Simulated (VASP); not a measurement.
# Al15ZnO24 (a cell with a defect) in VASP: single point with PBEsol

Aim: the single point of Al15ZnO24 (a cell with a defect) with PBEsol.

Everything below comes from runs of VASP 6.6.1. Logs are shortened: lines on timing, memory, paths and dates and some standing lists are left out, and cuts for length are marked.

## 1. The cell of the first run

The cell holds a defect, 40 atoms: a = 7.015 Å, b = 7.015 Å, c = 7.015 Å, α = 85.77°, β = 85.77°, γ = 85.77°.

## 2. Single point, PBEsol

Contents of INCAR:

```
SYSTEM = Al15ZnO24
PREC = Accurate
ENCUT = 520
EDIFF = 1E-6
ISMEAR = 0
SIGMA = 0.02
LREAL = Auto
LASPH = .True.
NELM = 80
ALGO = Normal
ISIF = 2
LWAVE = .False.
LCHARG = .True.
GGA = PS
LELF = .True.
LVHAR = .True.
NBANDS = 126
NELECT = 202.0
```

Contents of KPOINTS:

```
Automatic mesh
0
Gamma
  2 2 2
  0.5 0.5 0.5
```

Contents of POSCAR:

```
Al15ZnO24
1.0
    4.7738611999      2.7561900488     -4.3382850876
    0.0000000000     -5.5123800976     -4.3382850876
   -4.7738611999      2.7561900488     -4.3382850876
Zn Al O
1 15 24
Direct
    0.8649365967      0.3649365967      0.3649365967
    0.3529114658      0.3500552260      0.8540572062
    0.3540572062      0.8529114658      0.3500552260
    0.8500552260      0.8540572062      0.8529114658
    0.6539208928      0.1539208928      0.1539208928
    0.1487284968      0.1464043509      0.6497672398
    0.1497672398      0.6487284968      0.1464043509
    0.6464043509      0.6497672398      0.6487284968
    0.3522795766      0.8522795766      0.8522795766
    0.8493974386      0.8526443876      0.3518468459
    0.8518468459      0.3493974386      0.8526443876
    0.3526443876      0.3518468459      0.3493974386
    0.1474214573      0.6474214573      0.6474214573
    0.6502468549      0.6453622785      0.1489423347
    0.6489423347      0.1502468549      0.6453622785
    0.1453622785      0.1489423347      0.1502468549
    0.5962807687      0.7496079758      0.9022327415
    0.0962542946      0.7477692134      0.4024265143
    0.0992442417      0.2498201815      0.9048949487
    0.5862958251      0.2423604986      0.4049824936
    0.5952646814      0.9063425654      0.2462845162
    0.0970638975      0.9010025959      0.7519340091
    0.1149533834      0.4039578507      0.2390705978
    0.5945604414      0.4035110030      0.7449621114
    0.4022327415      0.0962807687      0.7496079758
    0.9049824936      0.0862958251      0.2423604986
    0.9024265143      0.5962542946      0.7477692134
    0.4048949487      0.5992442417      0.2498201815
    0.2496079758      0.9022327415      0.0962807687
    0.7498201815      0.9048949487      0.5992442417
    0.7423604986      0.4049824936      0.0862958251
    0.2477692134      0.4024265143      0.5962542946
    0.7462845162      0.0952646814      0.9063425654
    0.2449621114      0.0945604414      0.4035110030
    0.2519340091      0.5970638975      0.9010025959
    0.7390705978      0.6149533834      0.4039578507
    0.4063425654      0.2462845162      0.0952646814
    0.9039578507      0.2390705978      0.6149533834
    0.9035110030      0.7449621114      0.0945604414
    0.4010025959      0.7519340091      0.5970638975
```

Potentials or basis: VASP PAW PBE potentials, release 64 (Zn, Al, O).

On the command line:

```
$ cat potpaw_PBE.64/Zn/POTCAR potpaw_PBE.64/Al/POTCAR potpaw_PBE.64/O/POTCAR > POTCAR
$ mpirun -np 1 vasp_std > vasp.out
```

OUTCAR:

```text
SYSTEM = Al15ZnO24
   PREC = Accurate
   ENCUT = 520
   EDIFF = 1E-6
   ISMEAR = 0
   LREAL = Auto
   LASPH = .True.
   NELM = 80
   ISIF = 2
   GGA = PS
   NELECT = 202.0

 ion  position               nearest neighbor table
   1  0.865  0.365  0.365-  36 1.93  38 1.93  23 1.93  31 2.18  26 2.18  20 2.18   5 2.75  14 2.81
                            16 2.81  15 2.81   6 3.16   8 3.16   7 3.16
   2  0.353  0.350  0.854-  37 1.85  24 1.86  35 1.87  19 1.96  25 1.97  32 2.00   6 2.66  15 2.80
                            16 2.80  13 2.82   7 3.22   8 3.24   5 3.25
   3  0.354  0.853  0.350-  21 1.85  34 1.86  40 1.87  28 1.96  29 1.97  18 2.00   7 2.66  16 2.80
                            14 2.80  13 2.82   8 3.22   6 3.24   5 3.25
   4  0.850  0.854  0.853-  33 1.85  39 1.86  22 1.87  30 1.96  17 1.97  27 2.00   8 2.66  14 2.80
                            15 2.80  13 2.82   6 3.22   7 3.24   5 3.25
   5  0.654  0.154  0.154-  21 1.87  37 1.87  33 1.87  31 1.93  26 1.93  20 1.93   1 2.75  10 2.77
                            12 2.77  11 2.77   2 3.25   3 3.25   4 3.25
   6  0.149  0.146  0.650-  38 1.82  34 1.86  22 1.87  25 1.96  32 1.97  19 1.98   2 2.66   9 2.78
                            11 2.80  12 2.82   1 3.16   4 3.22   3 3.24
   7  0.150  0.649  0.146-  23 1.82  39 1.86  35 1.87  29 1.96  18 1.97  28 1.98   3 2.66   9 2.78
                            12 2.80  10 2.82   1 3.16   2 3.22   4 3.24
   8  0.646  0.650  0.649-  36 1.82  24 1.86  40 1.87  17 1.96  27 1.97  30 1.98   4 2.66   9 2.78
                            10 2.80  11 2.82   1 3.16   3 3.22   2 3.24
   9  0.352  0.852  0.852-  25 1.85  17 1.85  29 1.85  35 1.97  22 1.97  40 1.97  13 2.67   6 2.78
[... 37 lines left out ...]
  39  0.904  0.745  0.095-   7 1.86   4 1.86  14 1.96  10 2.01
  40  0.401  0.752  0.597-   8 1.87   3 1.87   9 1.97  13 1.97

  LATTYP: Found a trigonal (rhomboedric) cell.
 ALAT       =     7.0147738269
 COS(alpha) =     0.0737201315

  Lattice vectors:

 A1 = (   4.7738611999,   2.7561900488,  -4.3382850876)
 A2 = (   0.0000000000,  -5.5123800976,  -4.3382850876)
 A3 = (  -4.7738611999,   2.7561900488,  -4.3382850876)

Analysis of symmetry for initial positions (statically):
=====================================================================
 Subroutine PRICEL returns:
 Original cell was already a primitive cell.

 Routine SETGRP: Setting up the symmetry group for a
 trigonal (rhombohedral) supercell.

 Subroutine GETGRP returns: Found  3 space group operations
 (whereof  1 operations were pure point group operations)
 out of a pool of 12 trial point group operations.

The static configuration has the point symmetry C_1 .
 The point group associated with its full space group is C_3 .

Analysis of symmetry for dynamics (positions and initial velocities):
=====================================================================
 Subroutine PRICEL returns:
[... 184 lines left out ...]
  volume/ion in A,a.u.               =       8.56        57.78
  Fermi-wavevector in a.u.,A,eV,Ry     =   1.372911  2.594426 25.645429  1.884886
  Thomas-Fermi vector in A             =   2.498476
   LORBIT       =      0    0 simple, 1 ext, 2 COOP (PROOUT), +10 PAW based schemes
   GGA     = PS    functional components
   LHFCALC =     F    Hartree Fock is set to
   AEXX    =    0.0000 exact exchange contribution
   IVDW    =     0    specifies the selected vdW correction
   LEPSILON=     F    determine dielectric tensor
   LRPA    =     F    only Hartree local field effects (RPA)
 non-spin polarized calculation
 Gauss-broadening in eV      SIGMA  =   0.02
  energy-cutoff  :      520.00
  volume of cell :      342.49
 maximum number of plane-waves:      9235
 NGX is ok and might be reduce to    54
   NGX = 27   NGY = 27   NGZ = 27

 number of electron     201.9999974 magnetization

 Free energy of the ion-electron system (eV)
  ---------------------------------------------------
  ext. energy  EPLUGINS =         0.00000000
  ---------------------------------------------------
  free energy    TOTEN  =      -299.72693540 eV

  energy without entropy =     -299.72693540  energy(sigma->0) =     -299.72693540

 E-fermi :   6.4131     XC(G=0): -11.9941

 val. band max:        6.2897184947   @ k =  -0.2500   0.2500   0.2500
 cond. band min:      12.6665685709   @ k =   0.2500   0.2500   0.2500
 fundamental gap:      6.3768500761
 Fermi energy:         6.4131027660

 k-point     1 :       0.2500    0.2500    0.2500
  band No.  band energies     occupation
      1     -13.2115      2.00000
      2     -12.4747      2.00000
      3     -12.4366      2.00000
      4     -12.3313      2.00000
      5     -11.8987      2.00000
      6     -11.8844      2.00000
[... 105 lines left out ...]
    112      15.4592      0.00000
    113      15.7111      0.00000

 k-point     2 :      -0.2500    0.2500    0.2500
  band No.  band energies     occupation
      1     -13.1675      2.00000
      2     -12.5299      2.00000
      3     -12.4863      2.00000
      4     -12.3861      2.00000
      5     -11.9376      2.00000
      6     -11.8434      2.00000
[... 105 lines left out ...]
    112      15.7457      0.00000
    113      15.8908      0.00000
 [bands above 113 left out]

------------------------ aborting loop because EDIFF is reached ----------------------------------------

  FORCE on cell =-STRESS in cart. coord.  units (eV):
  Direction    XX          YY          ZZ          XY          YZ          ZX
  --------------------------------------------------------------------------------------
  -------------------------------------------------------------------------------------
  Total       19.3706787     19.3706787     18.7774235     -0.0000001      0.0000000      0.0000000
  in kB       90.6164688     90.6164688     87.8412075     -0.0000003      0.0000000      0.0000000
  external PRESSURE =      89.6913817 kB  Pullay stress =       0.0000000 kB

 VOLUME and BASIS-vectors are now :
 -----------------------------------------------------------------------------
  energy-cutoff  :      520.00
  volume of cell :      342.49
      direct lattice vectors                 reciprocal lattice vectors
     4.773861200  2.756190049 -4.338285088     0.104737021  0.060469947 -0.076835276
     0.000000000 -5.512380098 -4.338285088     0.000000000 -0.120939894 -0.076835276
    -4.773861200  2.756190049 -4.338285088    -0.104737021  0.060469947 -0.076835276

 POSITION                                       TOTAL-FORCE (eV/Angst)
 -----------------------------------------------------------------------------------
      2.38693      1.37810     -6.91874        -0.000000      0.000000      0.007449
     -2.39240      1.39700     -6.75481         0.004916     -0.003278      0.004605
      0.01910     -2.76090     -6.75481        -0.005296     -0.002619      0.004605
     -0.01364     -0.01419    -11.09310         0.000381      0.005896      0.004605
      2.38693      1.37810     -4.17240        -0.000000      0.000000      0.001026
     -2.39189      1.39377     -4.09925         0.015501     -0.001913      0.001937
[... 32 lines left out ...]
      3.86182     -1.35564     -7.56178         0.003817      0.005700     -0.001810
     -0.93597     -1.39409     -7.59200        -0.004087     -0.007992     -0.000856
 -----------------------------------------------------------------------------------
    total drift:                                0.000001     -0.000001     -0.022065

  FREE ENERGIE OF THE ION-ELECTRON SYSTEM (eV)
  ---------------------------------------------------
  free  energy   TOTEN  =      -299.7269354009 eV

  energy  without entropy=     -299.7269354009  energy(sigma->0) =     -299.72693540
```

stdout:

```text
POSCAR found type information on POSCAR ZnAlO
 POSCAR found :  3 types and      40 ions
 scaLAPACK will be used
 -----------------------------------------------------------------------------
|                                                                             |
|                                                                             |
|     You enforced a specific xc type in the INCAR file but a different       |
|     I HOPE YOU KNOW WHAT YOU ARE DOING!                                     |
|                                                                             |
 -----------------------------------------------------------------------------

 LDA part: xc-table for (Slater+PW92), standard interpolation
 POSCAR, INCAR and KPOINTS ok, starting setup
 FFT: planning ... GRIDC
 FFT: planning ... GRID_SOFT
 FFT: planning ... GRID
 WAVECAR not read
 entering main loop
 the old and the new charge density differ
 old charge density:   201.00000 new  202.00000
    0.346E+01
```

Wall time 4.9 min (1 thread of Intel Xeon 8259CL, shared host); peak memory 0.4 GiB.

Results:

| Property | Result |
| --- | --- |
| Free energy | -299.7269 eV |
| Largest force | 0.037 eV/Å |

Forces in eV/Å, atoms in the order of the input:
```
Zn   0.000  0.000  0.007
Al   0.005 -0.003  0.005
Al  -0.005 -0.003  0.005
Al   0.000  0.006  0.005
Al   0.000  0.000  0.001
Al   0.016 -0.002  0.002
Al  -0.009 -0.012  0.002
Al  -0.006  0.014  0.002
Al   0.000  0.000  0.009
Al   0.006 -0.002 -0.002
Al  -0.005 -0.004 -0.002
Al  -0.001  0.007 -0.002
Al   0.000  0.000 -0.008
Al   0.007  0.010 -0.004
Al   0.005 -0.011 -0.004
Al  -0.012  0.001 -0.004
O   -0.001  0.000  0.001
O    0.003  0.000  0.000
O    0.011 -0.001 -0.002
O   -0.022  0.013  0.011
O    0.002  0.006  0.005
O   -0.005  0.008 -0.001
O    0.033  0.006 -0.016
O    0.003 -0.006 -0.002
O    0.001  0.001  0.001
O    0.022  0.013  0.011
O   -0.001 -0.002  0.000
O   -0.006 -0.009 -0.002
O    0.000 -0.001  0.001
O   -0.005  0.010 -0.002
O    0.000 -0.025  0.011
O   -0.001  0.002  0.000
O    0.004 -0.005  0.005
O   -0.007  0.000 -0.002
O    0.009  0.000 -0.001
O   -0.011 -0.031 -0.016
O   -0.006 -0.001  0.005
O   -0.022  0.025 -0.016
O    0.004  0.006 -0.002
O   -0.004 -0.008 -0.001
```

Caveat: the cell carries a net charge on a neutralising background, which shifts energy and pressure; the cell is charged against a uniform background, so pressure and absolute levels hang on convention; the PAW data sets were made with another functional, which shifts forces and pressure a little.
